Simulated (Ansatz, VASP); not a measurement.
One calculation of SrCl2, two programs

Contents of INCAR:

```
SYSTEM = SrCl2
  PREC = Accurate
  ENCUT = 520
  EDIFF = 1E-6
  ISMEAR = 0
  SIGMA = 0.05
  LREAL = .False.
  LASPH = .True.
  NELM = 100
  ALGO = Normal
  ISIF = 2
  LWAVE = .False.
  LCHARG = .True.
  GGA = CA
  LELF = .True.
  LVHAR = .True.
  NBANDS = 46
```

File KPOINTS:

```
regular mesh
0
Gamma
  5 5 2
  0 0 0
```

File POSCAR:

```
SrCl2
1.0
    3.4855000000     -3.4855000000      0.0000000000
    3.4855000000      0.0000000000     -3.4855000000
    9.5690762114      9.5690762114      9.5690762114
Sr Cl
3 6
Direct
    0.6666666667      0.6666666667      0.1214275538
    0.0000000000      0.0000000000      0.6070892029
    0.3333333333      0.3333333333      0.3642583784
    0.6666666667      0.6666666667      0.3035506722
    1.0000000000      0.0000000000      0.0607198477
    0.3333333333      0.3333333333      0.5463814968
    0.6666666667      0.6666666667      0.6677969091
    1.0000000000      1.0000000000      0.4249660845
    0.3333333333      0.3333333333      0.1821352600
```

Input for Ansatz:

```yaml
crystal:
  lattice:
    - [3.4855, -3.4855, 0.0]
    - [3.4855, 0.0, -3.4855]
    - [9.5690762114, 9.5690762114, 9.5690762114]
  atoms:
    - { symbol: Sr, position: [0.6666666667, 0.6666666667, 0.1214275538] }
    - { symbol: Sr, position: [0.0, 0.0, 0.6070892029] }
    - { symbol: Sr, position: [0.3333333333, 0.3333333333, 0.3642583784] }
    - { symbol: Cl, position: [0.6666666667, 0.6666666667, 0.3035506722] }
    - { symbol: Cl, position: [1.0, 0.0, 0.0607198477] }
    - { symbol: Cl, position: [0.3333333333, 0.3333333333, 0.5463814968] }
    - { symbol: Cl, position: [0.6666666667, 0.6666666667, 0.6677969091] }
    - { symbol: Cl, position: [1.0, 1.0, 0.4249660845] }
    - { symbol: Cl, position: [0.3333333333, 0.3333333333, 0.18213526] }
basis:
  ecutwfc: 420
kpoints:
  mp_grid: { grid: [5, 5, 2] }
hamiltonian:
  xc: lda
scf:
  occupations: { method: gaussian, width: 0.05 }
output:
  forces: true
  stress: true
  eigenvalues: true
```

Alike in both runs: task single point; functional LDA; k mesh 5 × 5 × 2; occupations gaussian, width 0.05 eV; no spin polarisation.

|  | VASP | Ansatz |
| --- | --- | --- |
| version | VASP 6.6.1 | Ansatz 0.2.0 |
| potentials or method | VASP PAW LDA potentials, release 64 (Sr_sv, Cl), cutoff 520 eV | scalar-relativistic, plane waves, PAW |
| valence electrons in the cell | 72 | 72 |

```tsv
	VASP	Ansatz	Ansatz less VASP
gap on the k mesh at the Fermi level (eV)	4.81	4.80	-0.006
least direct gap on the mesh (eV)	5.08	5.07	-0.006
rms of the force components (eV/Å)	0.095	0.098	+0.0034
```

LDA's correlation is that of Perdew and Zunger in VASP and of Perdew and Wang (1992) in Ansatz. Atom by atom the forces differ by 0.004 eV/Å (rms over components).
